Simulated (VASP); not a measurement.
# Pb (Pm-3m) in VASP: a series of runs

Runs on Pb. Level: RPBE. Tasks: single point.

All numbers are computed with VASP 6.6.1; they aren't measurements. Logs are shortened: lines on timing, memory, paths and dates and some standing lists are left out, and cuts for length are marked.

**1. The cell of the first run**

Symmetry: Pm-3m, No. 221, cubic system. The conventional cell has a = 3.382 Å, b = 3.382 Å, c = 3.382 Å, α = 90.00°, β = 90.00°, γ = 90.00°. Within 4.4 Å of Pb (site symmetry m-3m) lie 6 Pb at 3.38 Å.

This isn't the form of Pb at room conditions, which is fcc.

**2. Single point, RPBE (38.70 Å³/atom)**

Contents of INCAR:

```
SYSTEM = Pb
PREC = Accurate
ENCUT = 520
EDIFF = 1E-6
ISMEAR = -1
SIGMA = 0.1
LREAL = .FALSE.
LASPH = .TRUE.
NELM = 100
ALGO = Normal
ISIF = 2
LWAVE = .FALSE.
LCHARG = .FALSE.
GGA = RP
NBANDS = 13
```

Contents of KPOINTS:

```
Automatic mesh
0
G
  11 11 11
  0 0 0
```

Contents of POSCAR:

```
Pb
1.0
    3.3823882568      0.0000000000      0.0000000000
    0.0000000000      3.3823882568      0.0000000000
    0.0000000000      0.0000000000      3.3823882568
Pb
1
Direct
    0.0000000000      0.0000000000      0.0000000000
```

Potentials or basis: VASP PAW PBE potentials, release 64 (Pb_d).

Run with:

```sh
$ cat potpaw_PBE.64/Pb_d/POTCAR > POTCAR
$ mpirun -np 1 vasp_std > vasp.out
```

OUTCAR:

```text
SYSTEM = Pb
   PREC = Accurate
   ENCUT = 520
   EDIFF = 1E-6
   ISMEAR = -1
   LREAL = .FALSE.
   LASPH = .TRUE.
   NELM = 100
   ISIF = 2
   GGA = RP

 ion  position               nearest neighbor table
   1  0.000  0.000  0.000-

  LATTYP: Found a simple cubic cell.
 ALAT       =     3.3823882568

  Lattice vectors:

 A1 = (   3.3823882568,   0.0000000000,   0.0000000000)
 A2 = (   0.0000000000,   3.3823882568,   0.0000000000)
 A3 = (   0.0000000000,   0.0000000000,   3.3823882568)

Analysis of symmetry for initial positions (statically):
=====================================================================
 Subroutine PRICEL returns:
 Original cell was already a primitive cell.

 Routine SETGRP: Setting up the symmetry group for a
 simple cubic supercell.

 Subroutine GETGRP returns: Found 48 space group operations
 (whereof 48 operations were pure point group operations)
 out of a pool of 48 trial point group operations.

The static configuration has the point symmetry O_h .

Analysis of symmetry for dynamics (positions and initial velocities):
=====================================================================
 Subroutine PRICEL returns:
 Original cell was already a primitive cell.

 Routine SETGRP: Setting up the symmetry group for a
 simple cubic supercell.

 Subroutine GETGRP returns: Found 48 space group operations
 (whereof 48 operations were pure point group operations)
 out of a pool of 48 trial point group operations.

The dynamic configuration has the point symmetry O_h .

 Subroutine INISYM returns: Found 48 space group operations
 (whereof 48 operations are pure point group operations),
 and found     1 'primitive' translations

----------------------------------------------------------------------------------------

                                     Primitive cell

  volume of cell :      38.6964

  direct lattice vectors                    reciprocal lattice vectors
     3.382388257  0.000000000  0.000000000     0.295649087  0.000000000  0.000000000
     0.000000000  3.382388257  0.000000000     0.000000000  0.295649087  0.000000000
     0.000000000  0.000000000  3.382388257     0.000000000  0.000000000  0.295649087

  length of vectors
     3.382388257  3.382388257  3.382388257     0.295649087  0.295649087  0.295649087

  position of ions in fractional coordinates (direct lattice)
     0.000000000  0.000000000  0.000000000

  ion indices of the primitive-cell ions
   primitive index   ion index
                 1           1

----------------------------------------------------------------------------------------

 KPOINTS: Automatic mesh

Automatic generation of k-mesh.
 Grid dimensions read from file:
 generate k-points for:   11   11   11

 Generating k-lattice:

  Cartesian coordinates                     Fractional coordinates (reciprocal lattice)
     0.026877190  0.000000000  0.000000000     0.090909091  0.000000000  0.000000000
     0.000000000  0.026877190  0.000000000     0.000000000  0.090909091  0.000000000
     0.000000000  0.000000000  0.026877190     0.000000000  0.000000000  0.090909091

  Length of vectors
     0.026877190  0.026877190  0.026877190

  Shift w.r.t. Gamma in fractional coordinates (k-lattice)
     0.000000000  0.000000000  0.000000000

 Subroutine IBZKPT returns following result:
 ===========================================

 Found     56 irreducible k-points:

 Following reciprocal coordinates:
            Coordinates               Weight
  0.000000  0.000000  0.000000      1.000000
  0.090909  0.000000  0.000000      6.000000
  0.181818  0.000000  0.000000      6.000000
  0.272727  0.000000  0.000000      6.000000
  0.363636  0.000000  0.000000      6.000000
  0.454545  0.000000  0.000000      6.000000
[... 16 lines left out ...]
  0.181818  0.090909  0.090909     24.000000
  0.272727  0.090909  0.090909     24.000000
 [... further k-points ...]
   k-points           NKPTS =     56   k-points in BZ     NKDIM =     56   number of bands    NBANDS=     13
   number of dos      NEDOS =    301   number of ions     NIONS =      1
   total plane-waves  NPLWV =  21952
   dimension x,y,z NGX =    28 NGY =   28 NGZ =   28
   dimension x,y,z NGXF=    56 NGYF=   56 NGZF=   56
   ions per type =               1
   NGX,Y,Z   is equivalent  to a cutoff of  13.76, 13.76, 13.76 a.u.
   NGXF,Y,Z  is equivalent  to a cutoff of  27.52, 27.52, 27.52 a.u.
 SYSTEM =  Pb
   PREC   = accura    normal or accurate (medium, high low for compatibility)
   ISTART =      0    job   : 0-new  1-cont  2-samecut
   ICHARG =      2    charge: 1-file 2-atom 10-const
   ISPIN  =      1    spin polarized calculation?
   LNONCOLLINEAR =      F non collinear calculations
   LSORBIT =      F    spin-orbit coupling
   LASPH  =      T    aspherical Exc in radial PAW
   ENCUT  =  520.0 eV  38.22 Ry    6.18 a.u.   6.29  6.29  6.29*2*pi/ulx,y,z
   NELM   =    100;   NELMIN=  2; NELMDL= -5     # of ELM steps
   EDIFF  = 0.1E-05   stopping-criterion for ELM
   LREAL  =      F    real-space projection
   EDIFFG = 0.1E-04   stopping-criterion for IOM
   NSW    =      0    number of steps for IOM
   IBRION =     -1    ionic relax: 0-MD 1-quasi-New 2-CG
   NFREE  =      0    steps in history (QN), initial steepest desc. (CG)
   ISIF   =      2    stress and relaxation
   ISYM   =      2    0-nonsym 1-usesym 2-fastsym
   POTIM  = 0.5000    time-step for ionic-motion
   TEBEG  =    0.0;   TEEND  =   0.0 temperature during run
   PSTRESS=    0.0 pullay stress
   NELECT =      14.0000    total number of electrons
   NUPDOWN=      -1.0000    fix difference up-down
   EMIN   =  10.00;   EMAX   =-10.00  energy-range for DOS
   EFERMI =   0.00;   METHOD = LEGACY
   ISMEAR =    -1;   SIGMA  =   0.10  broadening in eV -4-tet -1-fermi 0-gaus
   EFERMI_NEDOS =   21; number of points for ismear=-14 and -15
   IALGO  =     38    algorithm
   IMIX   =      4    mixing-type and parameters
     AMIX     =   0.40;   BMIX     =  1.00
     AMIX_MAG =   1.60;   BMIX_MAG =  1.00
  volume/ion in A,a.u.               =      38.70       261.14
  Fermi-wavevector in a.u.,A,eV,Ry     =   1.166525  2.204413 18.514544  1.360781
  Thomas-Fermi vector in A             =   2.303037
   LORBIT       =      0    0 simple, 1 ext, 2 COOP (PROOUT), +10 PAW based schemes
   GGA     = RP    functional components
   LHFCALC =     F    Hartree Fock is set to
   AEXX    =    0.0000 exact exchange contribution
   IVDW    =     0    specifies the selected vdW correction
   LEPSILON=     F    determine dielectric tensor
   LRPA    =     F    only Hartree local field effects (RPA)
 non-spin polarized calculation
  energy-cutoff  :      520.00
  volume of cell :       38.70
 maximum number of plane-waves:      1054
 NGX is ok and might be reduce to    28
   NGX = 13   NGY = 13   NGZ = 13

 number of electron      14.0000004 magnetization

 Free energy of the ion-electron system (eV)
  ---------------------------------------------------
  ext. energy  EPLUGINS =         0.00000000
  ---------------------------------------------------
  free energy    TOTEN  =        -2.98049653 eV

  energy without entropy =       -2.95261243  energy(sigma->0) =       -2.96655448

 E-fermi :   4.7143     XC(G=0):  -8.8460

 val. band max:        4.7029642335   @ k =   0.4545   0.4545   0.3636
 cond. band min:       4.7173472841   @ k =   0.4545   0.3636   0.1818
 fundamental gap:      0.0143830506
 Fermi energy:         4.7143192266

 k-point     1 :       0.0000    0.0000    0.0000
  band No.  band energies     occupation
      1     -12.3664      2.00000
      2     -12.3664      2.00000
      3     -11.9851      2.00000
      4     -11.9851      2.00000
      5     -11.9851      2.00000
      6      -5.7003      2.00000
      7       9.1859      0.00000
      8       9.1859      0.00000
      9       9.1859      0.00000
     10      11.6463      0.00000
     11      13.3493      0.00000
     12      13.3493      0.00000
     13      21.9444      0.00000

 k-point     2 :       0.0909    0.0000    0.0000
  band No.  band energies     occupation
      1     -12.3650      2.00000
      2     -12.3424      2.00000
      3     -11.9932      2.00000
      4     -11.9932      2.00000
      5     -11.9844      2.00000
      6      -5.6022      2.00000
      7       7.9037      0.00000
      8       9.2978      0.00000
      9       9.2978      0.00000
     10      12.1238      0.00000
     11      13.4222      0.00000
     12      14.4146      0.00000
     13      21.1744      0.00000

 k-point     3 :       0.1818    0.0000    0.0000
  band No.  band energies     occupation
      1     -12.3610      2.00000
      2     -12.2783      2.00000
      3     -12.0148      2.00000
      4     -12.0148      2.00000
      5     -11.9826      2.00000
      6      -5.3125      2.00000
      7       5.9068      0.00001
      8       9.6177      0.00000
      9       9.6177      0.00000
     10      12.5287      0.00000
     11      13.6423      0.00000
     12      16.7894      0.00000
     13      19.7895      0.00000

 k-point     4 :       0.2727    0.0000    0.0000
  band No.  band energies     occupation
      1     -12.3559      2.00000
      2     -12.1948      2.00000
      3     -12.0429      2.00000
      4     -12.0429      2.00000
      5     -11.9803      2.00000
      6      -4.8556      2.00000
      7       4.0325      1.99781
      8      10.0938      0.00000
      9      10.0938      0.00000
     10      12.9988      0.00000
     11      14.0133      0.00000
     12      18.4205      0.00000
     13      18.4505      0.00000

 k-point     5 :       0.3636    0.0000    0.0000
  band No.  band energies     occupation
      1     -12.3511      2.00000
      2     -12.1187      2.00000
      3     -12.0685      2.00000
      4     -12.0685      2.00000
      5     -11.9782      2.00000
      6      -4.3094      2.00000
      7       2.4989      2.00000
      8      10.6167      0.00000
      9      10.6167      0.00000
     10      13.6369      0.00000
     11      14.5392      0.00000
     12      16.9016      0.00000
     13      17.2004      0.00000

 k-point     6 :       0.4545    0.0000    0.0000
  band No.  band energies     occupation
      1     -12.3483      2.00000
      2     -12.0836      2.00000
      3     -12.0836      2.00000
      4     -12.0738      2.00000
      5     -11.9769      2.00000
      6      -3.8804      2.00000
      7       1.5648      2.00000
      8      10.9895      0.00000
      9      10.9895      0.00000
     10      14.4705      0.00000
     11      15.2061      0.00000
     12      15.5845      0.00000
     13      16.1805      0.00000

 k-point     7 :       0.0909    0.0909    0.0000
  band No.  band energies     occupation
      1     -12.3524      2.00000
      2     -12.3294      2.00000
      3     -12.0015      2.00000
      4     -11.9928      2.00000
      5     -11.9922      2.00000
      6      -5.5042      2.00000
      7       7.8874      0.00000
      8       8.1531      0.00000
      9       9.4099      0.00000
     10      12.6515      0.00000
     11      14.2240      0.00000
     12      14.6775      0.00000
     13      20.0294      0.00000
[... 193 lines left out ...]
 k-point    20 :       0.4545    0.3636    0.0000
  band No.  band energies     occupation
      1     -12.2221      2.00000
      2     -12.1965      2.00000
      3     -12.0742      2.00000
      4     -12.0577      2.00000
      5     -11.9083      2.00000
      6      -2.5344      2.00000
      7       2.9592      2.00000
      8       4.3105      1.96537
      9       9.2938      0.00000
     10      12.4893      0.00000
     11      16.1449      0.00000
     12      16.9569      0.00000
     13      18.4964      0.00000

 k-point    21 :       0.4545    0.4545    0.0000
  band No.  band energies     occupation
      1     -12.2169      2.00000
      2     -12.2101      2.00000
      3     -12.0725      2.00000
      4     -12.0723      2.00000
      5     -11.8665      2.00000
      6      -2.1125      2.00000
      7       3.3465      2.00000
      8       3.3536      2.00000
      9       8.5202      0.00000
     10      12.8714      0.00000
     11      16.7307      0.00000
     12      17.1261      0.00000
     13      18.7292      0.00000

 k-point    22 :       0.0909    0.0909    0.0909
  band No.  band energies     occupation
      1     -12.3280      2.00000
      2     -12.3280      2.00000
      3     -12.0015      2.00000
      4     -12.0004      2.00000
      5     -12.0004      2.00000
      6      -5.4063      2.00000
      7       7.8836      0.00000
      8       8.2617      0.00000
      9       8.2617      0.00000
     10      13.6354      0.00000
     11      14.7461      0.00000
     12      14.7461      0.00000
     13      19.9702      0.00000

 k-point    23 :       0.1818    0.0909    0.0909
  band No.  band energies     occupation
      1     -12.3242      2.00000
      2     -12.2628      2.00000
      3     -12.0235      2.00000
      4     -12.0225      2.00000
      5     -11.9989      2.00000
      6      -5.1178      2.00000
      7       6.1142      0.00000
      8       8.3477      0.00000
      9       8.5747      0.00000
     10      14.1701      0.00000
     11      14.9334      0.00000
     12      16.8428      0.00000
     13      18.4062      0.00000

 k-point    24 :       0.2727    0.0909    0.0909
  band No.  band energies     occupation
      1     -12.3192      2.00000
      2     -12.1778      2.00000
      3     -12.0525      2.00000
      4     -12.0512      2.00000
      5     -11.9964      2.00000
      6      -4.6627      2.00000
      7       4.2435      1.98212
      8       8.8249      0.00000
      9       9.0488      0.00000
     10      14.4543      0.00000
     11      15.1242      0.00000
     12      16.8842      0.00000
     13      17.1459      0.00000

 [... further k-points ...]
[... 5 lines left out ...]
  --------------------------------------------------------------------------------------
  -------------------------------------------------------------------------------------
  Total       -0.4576674     -0.4576674     -0.4576674     -0.0000000      0.0000000      0.0000000
  in kB      -18.9491709    -18.9491709    -18.9491709     -0.0000000      0.0000000      0.0000000
  external PRESSURE =     -18.9491709 kB  Pullay stress =       0.0000000 kB

 VOLUME and BASIS-vectors are now :
 -----------------------------------------------------------------------------
  energy-cutoff  :      520.00
  volume of cell :       38.70
      direct lattice vectors                 reciprocal lattice vectors
     3.382388257  0.000000000  0.000000000     0.295649087  0.000000000  0.000000000
     0.000000000  3.382388257  0.000000000     0.000000000  0.295649087  0.000000000
     0.000000000  0.000000000  3.382388257     0.000000000  0.000000000  0.295649087

 POSITION                                       TOTAL-FORCE (eV/Angst)
 -----------------------------------------------------------------------------------
      0.00000      0.00000      0.00000         0.000000      0.000000      0.000000
 -----------------------------------------------------------------------------------
    total drift:                               -0.000000      0.000000     -0.000000

  FREE ENERGIE OF THE ION-ELECTRON SYSTEM (eV)
  ---------------------------------------------------
  free  energy   TOTEN  =        -2.9804965346 eV

  energy  without entropy=       -2.9526124252  energy(sigma->0) =       -2.96655448
```

It took 40 s on 1 thread of AMD EPYC 7R13, shared host; peak memory 0.14 GiB.

What came out:

- Free energy: -2.9805 eV
- Pressure: -1.9 GPa
- Band gap on the k mesh: zero (bands 7 and 8 overlap by 5.83 eV)

Caveat: the PAW data sets were made with another functional, which shifts forces and pressure a little; spin-orbit coupling is left out, which moves the levels of the heavy elements.

**3. Single point, RPBE (40.13 Å³/atom)**

This run uses another cell than the first one, of 40.13 Å³/atom.

Contents of INCAR:

```
SYSTEM = Pb
PREC     = Accurate       ! precision mode
ENCUT    = 520            ! plane-wave cutoff, eV
EDIFF    = 1E-6           ! SCF threshold, eV
ISMEAR   = -1             ! smearing method
SIGMA    = 0.1            ! smearing width, eV
LREAL    = .FALSE.        ! projectors in reciprocal space
LASPH    = .TRUE.         ! aspherical terms in the spheres
NELM     = 80             ! most SCF steps
ALGO     = Normal         ! electronic algorithm
ISIF     = 2              ! what is computed and relaxed
LWAVE    = .FALSE.        ! write WAVECAR
LCHARG   = .FALSE.        ! write CHGCAR
GGA      = RP             ! functional
NBANDS   = 13             ! bands
```

KPOINTS is that of step 2.

Contents of POSCAR:

```
Pb
1.0
    3.4236409597      0.0000000000      0.0000000000
    0.0000000000      3.4236409597      0.0000000000
    0.0000000000      0.0000000000      3.4236409597
Pb
1
Direct
    0.0000000000      0.0000000000      0.0000000000
```

Potentials or basis: VASP PAW PBE potentials, release 64 (Pb_d).

Run with:

```sh
$ cat potpaw_PBE.64/Pb_d/POTCAR > POTCAR
$ mpirun -np 1 vasp_std > vasp.out
```

Wall time 45 s (1 thread of AMD EPYC 7R13, shared host); peak memory 0.14 GiB.

The run converged. Its results:

| Property | Result |
| --- | --- |
| Free energy | -2.9607 eV |
| Pressure | -2.6 GPa |
| Band gap on the k mesh | zero (bands 7 and 8 overlap by 5.63 eV) |

Levels at points of the mesh, in eV from the Fermi level:
| k point | band 5 | band 6 | band 7 | band 8 | band 9 | band 10 |
| --- | --- | --- | --- | --- | --- | --- |
| (0.00, 0.00, 0.00) | -16.72 | -10.24 | 4.34 | 4.34 | 4.34 | 6.70 |

Caveat: the PAW data sets were made with another functional, which shifts forces and pressure a little; spin-orbit coupling is left out, which moves the levels of the heavy elements.
